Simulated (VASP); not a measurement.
Set up this calculation in VASP 6.6.1, as the native input.

* Task: single point
* Functional: PBEsol
* Potentials or basis: VASP PAW PBE potentials, release 64 (Ga_d)
* Cutoff: 520 eV
* k mesh: 6 × 6 × 2
* Occupations: methfessel-paxton, width 0.1 eV
* Spin: no spin polarisation
* Dipole correction: no
* Further INCAR settings: ALGO = Normal; EDIFF = 1e-07; NBANDS = 20

The structure of Ga lies in POSCAR:

```
Ga
1.0
    4.1799250000      0.0000000000      0.0000000000
   -2.0899630000      3.6199210000      0.0000000000
    0.0000000000      0.0000000000     12.1196730000
Ga
2
Direct
    0.3333333333      0.6666666667      0.9721220000
    0.6666666667      0.3333333333      0.0278780000
```

The input as run:

INCAR

```
ALGO = Normal
EDIFF = 1E-7
ENCUT = 520
GGA = PS
ISIF = 2
ISMEAR = 1
LASPH = True
LCHARG = False
LREAL = False
LWAVE = False
NBANDS = 20
NELM = 80
PREC = Accurate
SIGMA = 0.1
```

KPOINTS

```
k-points
0
Gamma
  6 6 2
```

Potentials or basis: VASP PAW PBE potentials, release 64 (Ga_d).

Command:

```sh
$ cat potpaw_PBE.64/Ga_d/POTCAR > POTCAR
$ mpirun -np 1 vasp_std > vasp.out
```

Results of the run:

```
Largest force          : 0.269 eV/Å
Band gap on the k mesh : zero (bands 13 and 14 overlap by 1.84 eV)
```

Caveat: there is no dipole correction, which matters where the two faces differ; the PAW data sets were made with another functional, which shifts forces and pressure a little.

Wall time 46 s on 1 thread of AMD EPYC 7R13 Processor (Zen 3), on a shared host, peak memory 0.24 GiB.
